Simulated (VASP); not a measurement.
**Al2TlIn2Ga5P10: single point with PBE**

The system is Al2TlIn2Ga5P10.

```
Al P Ga In Tl
1.0
     2.84164    2.84367    5.61046
    -2.84353   -2.84172    5.61044
     8.49668   -5.65430    2.80283
Al P Ga In Tl
2 10 5 2 1
Direct
  0.10437 0.49919 0.79050
  0.59654 0.99974 0.80428
  0.55792 0.86551 0.61901
  0.47120 0.36566 0.79015
  0.97239 0.87071 0.79568
  0.36660 0.89370 0.00262
  0.77448 0.88899 0.18124
  0.65774 0.39446 0.41142
  0.19927 0.86771 0.40088
  0.07042 0.37302 0.59976
  0.89695 0.36522 0.98247
  0.28257 0.36708 0.21444
  0.19788 0.99869 0.60255
  0.00584 0.00131 0.98780
  0.40084 0.00203 0.20100
  0.29661 0.50062 0.40880
  0.69654 0.49931 0.60520
  0.49945 0.50020 0.99816
  0.90181 0.49983 0.19675
  0.79774 0.99769 0.40387
```

```json
{
  "Program": "VASP 6.6.1",
  "Task": "single point",
  "Functional": "PBE",
  "Potentials or basis": "VASP PAW PBE potentials, release 64 (Al, P, Ga_d, In_d, Tl_d)",
  "Cutoff": "520 eV",
  "k mesh": "2 × 2 × 2, shifted",
  "Occupations": "gaussian, width 0.1 eV",
  "Spin": "no spin polarisation"
}
```

The pressure is 0.0 GPa. The largest force is 0.019 eV/Å and the band gap on the k mesh is 2.02 eV.

Forces in eV/Å, atoms in the order of the input:
```
Al   0.000 -0.007  0.001
Al   0.004  0.005 -0.004
P    0.002  0.003  0.005
P    0.001  0.002 -0.002
P   -0.001 -0.003 -0.006
P   -0.001  0.002  0.001
P    0.004  0.001  0.000
P    0.003  0.005 -0.004
P   -0.001 -0.003 -0.003
P   -0.001 -0.003  0.002
P   -0.001 -0.003  0.000
P   -0.004  0.002  0.000
Ga   0.000  0.005 -0.003
Ga   0.000  0.001  0.002
Ga  -0.001  0.000 -0.005
Ga  -0.004  0.001  0.004
Ga  -0.002 -0.007 -0.001
In  -0.006  0.002  0.004
In   0.012 -0.004  0.014
Tl  -0.004  0.001 -0.004
```

Levels at points of the mesh, in eV from the valence-band top:
| k point | band 77 | band 78 | band 79 | band 80 | band 81 | band 82 | band 83 | band 84 |
| --- | --- | --- | --- | --- | --- | --- | --- | --- |
| (0.25, 0.25, 0.25) | -0.58 | -0.33 | -0.15 | -0.06 | 2.12 | 2.27 | 2.53 | 2.71 |

Run time: 8.1 min on 1 thread of Intel(R) Xeon(R) Platinum 8259CL CPU @ 2.50GHz (Skylake/Cascade Lake), with other jobs on the host, peak memory 0.59 GiB.

Caveat: spin-orbit coupling is left out, which moves the levels of the heavy elements; a shifted mesh leaves out Γ, where band edges can lie. A k mesh can miss the band edges.
